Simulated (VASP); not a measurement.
Wanted: the native input for a VASP 6.6.1 run.

| Property | Result |
| --- | --- |
| Task | single point |
| Functional | PBE |
| Potentials or basis | VASP PAW PBE potentials, release 64 (C) |
| Cutoff | 600 eV |
| k mesh | 5 × 3 × 3 |
| Occupations | gaussian, width 0.0019 eV |
| Spin | no spin polarisation |
| Dipole correction | no |
| Further INCAR settings | ALGO = Normal; EDIFF = 1e-06; NBANDS = 11; ISYM = 0 |

The structure of C lies in POSCAR:

```
C
1.0
    2.4561701622      0.0000000000      0.0000000000
   -1.2280850811      2.1271057565      0.0000000000
    0.0000000000      0.0000000000      8.5238033600
C
2
Direct
    0.3333333333      0.6666666667      0.0000000000
    0.6666666667      0.3333333333      0.0000000000
```

One way to write it, as run:

INCAR

```
ALGO = Normal
EDIFF = 1E-6
ENCUT = 600
GGA = PE
GGA_COMPAT = False
ISIF = 2
ISMEAR = 0
ISYM = 0
LASPH = True
LCHARG = True
LELF = True
LREAL = False
LVHAR = True
LWAVE = False
NBANDS = 11
NELM = 120
PREC = Accurate
SIGMA = 0.0019
```

KPOINTS

```
k-points
0
Gamma
  5 3 3
```

Potentials or basis: VASP PAW PBE potentials, release 64 (C).

Run with:

```console
$ cat potpaw_PBE.64/C/POTCAR > POTCAR
$ mpirun -np 1 vasp_std > vasp.out
```

Results of the run:

```
Largest force          : 0.646 eV/Å
Band gap on the k mesh : 2.14 eV, direct
```

Caveat: the k points lie up to 0.98 Å⁻¹ apart.

Run time: 26 s on 1 thread of Intel Xeon 8259CL (shared host), peak memory 0.16 GiB.
